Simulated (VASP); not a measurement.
Here is a VASP 6.6.1 calculation.

Contents of INCAR:

```
SYSTEM = MgF2
ALGO = Normal
EDIFF = 1E-7
EDIFFG = -0.005
ENCUT = 600
GGA = PS
GGA_COMPAT = .FALSE.
IBRION = 2
ISIF = 3
ISMEAR = -1
LASPH = .TRUE.
LCHARG = .FALSE.
LREAL = .FALSE.
LWAVE = .FALSE.
NELM = 120
NELMIN = 4
NSW = 80
PREC = Accurate
SIGMA = 0.02
```

KPOINTS

```
k-points
0
G
  6 6 8
  0 0 0
```

POSCAR

```
MgF2
1.0
    4.6975810162      0.0000000000      0.0000000000
    0.0000000000      4.6975810162      0.0000000000
    0.0000000000      0.0000000000      3.0929919523
Mg F
2 4
Direct
    0.5000000000      0.5000000000      0.5000000000
    0.0000000000      0.0000000000      0.0000000000
    0.6964323208      0.6964323208      0.0000000000
    0.8035676792      0.1964323208      0.5000000000
    0.3035676792      0.3035676792      0.0000000000
    0.1964323208      0.8035676792      0.5000000000
```

Potentials or basis: VASP PAW PBE potentials, release 64 (Mg, F).

Launch:

```console
$ cat potpaw_PBE.64/Mg/POTCAR potpaw_PBE.64/F/POTCAR > POTCAR
$ mpirun -np 1 vasp_std > vasp.out
```

**Question.** Predict the space group after relaxing (to 0.1 Å).

**Answer.** P4_2/mnm (No. 136).

**Question.** Predict the relaxed volume.

**Answer.** 10.87 Å³/atom.

**Question.** Estimate the relaxed cell.

**Answer.** a = 4.623 Å, b = 4.623 Å, c = 3.052 Å, α = 90.00°, β = 90.00°, γ = 90.00°.

The path:
| step | energy change (eV) | largest force (eV/Å) | pressure (GPa) | volume (Å³) |
| --- | --- | --- | --- | --- |
| 1 | 0.0000 | 0.0401 | -4.15 | 68.25 |
| 2 | -0.0397 | 0.0524 | -0.12 | 65.38 |
| 3 | -0.0397 | 0.0543 | -0.03 | 65.33 |
| 4 | -0.0404 | 0.0223 | -0.01 | 65.27 |
| 5 | -0.0406 | 0.0015 | 0.01 | 65.23 |

Caveat: the PAW data sets were made with another functional, which shifts forces and pressure a little.
